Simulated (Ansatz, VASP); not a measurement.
TaN: VASP beside Ansatz

```
Ta N
1.0
     5.19963    0.00000    0.00000
    -2.59981    4.50301    0.00000
     0.00000    0.00000    2.82305
Ta N
3 3
Cartesian
  0.0000 3.0020 1.4115
  2.5998 1.5010 1.4115
  0.0000 0.0000 0.0000
  2.0387 0.0000 0.0000
  1.5804 2.7374 0.0000
  -1.0194 1.7656 0.0000
```

Change from the starting cell: strain along c alone, the other axes held, atoms relaxed: -3.0 %.

Alike in both runs: functional r2SCAN; k mesh 12 × 12 × 12; occupations gaussian, width 0.1 eV; no spin polarisation.

Ansatz relaxed the structure, and its values are those at the end. VASP's run is a single point on that final structure, the one shown.

|  | VASP | Ansatz |
| --- | --- | --- |
| version | VASP 6.6.1 | Ansatz 0.2.0 |
| potentials or method | VASP PAW PBE potentials, release 64 (Ta_pv, N), cutoff 520 eV | scalar-relativistic, plane waves, PAW |
| valence electrons in the cell | 48 | 54 |

|  | VASP | Ansatz | Ansatz less VASP |
| --- | --- | --- | --- |
| gap on the k mesh at the Fermi level (eV) | none | none | - |
| pressure (GPa) | 13.3 | 11.5 | -1.81 |

VASP's potentials were made for PBE, not for r2SCAN. A gap of «none» marks a metal or a gap that the smearing closes. VASP's potentials hold 48 valence electrons a cell and Ansatz's 54, so a difference there can come from the potentials and not from the codes. Ansatz's warnings: stress scf threshold loose.

Spin-orbit coupling is off throughout.
